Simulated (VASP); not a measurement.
Runs of VASP 6.6.1 on Os. The structure is that of space group Pm-3m (No. 221), or close to it. The cells are those of the table. The cell was built from a structure type or drawn by symmetry, and may not be a known phase.

| task | cell | k mesh | cutoff (eV) | gap on the mesh (eV) | pressure (GPa) | relaxed volume (Å³/atom) |
| --- | --- | --- | --- | --- | --- | --- |
| relaxation of cell and atoms | relaxed from a = 2.627, b = 2.627, c = 2.452 Å, 1 atom | 20 × 20 × 22 | 600 | none | 0.0 | 16.70 |
| single point | a = 2.557, b = 2.557, c = 2.556 Å, 1 atom | 20 × 20 × 22 | 520 | none | -0.3 | - |
| single point | a = 2.627, b = 2.627, c = 2.452 Å, 1 atom | 6 × 6 × 6 | 520 | none | -0.3 | - |
| relaxation of cell and atoms | relaxed from a = 2.497, b = 2.497, c = 2.712 Å, 1 atom | 6 × 6 × 6 | 600 | none | 0.0 | (a) |
| single point | a = 2.497, b = 2.497, c = 2.712 Å, 1 atom | 8 × 8 × 4 | 520 | none | -0.4 | - |

Alike in all rows: level PBE; potentials or basis VASP PAW PBE potentials, release 64 (Os); no spin polarisation; smearing gaussian 0.1 eV.

Problem. Fill in the values left out.

Solution. (a) 16.82.

Caveats: some runs use coarse meshes; spin-orbit coupling is left out, which moves the levels of the heavy elements.

A k mesh can miss the band edges, and the runs leave out spin-orbit coupling on Os.

A gap of «none» marks levels without a gap at the run's occupations.
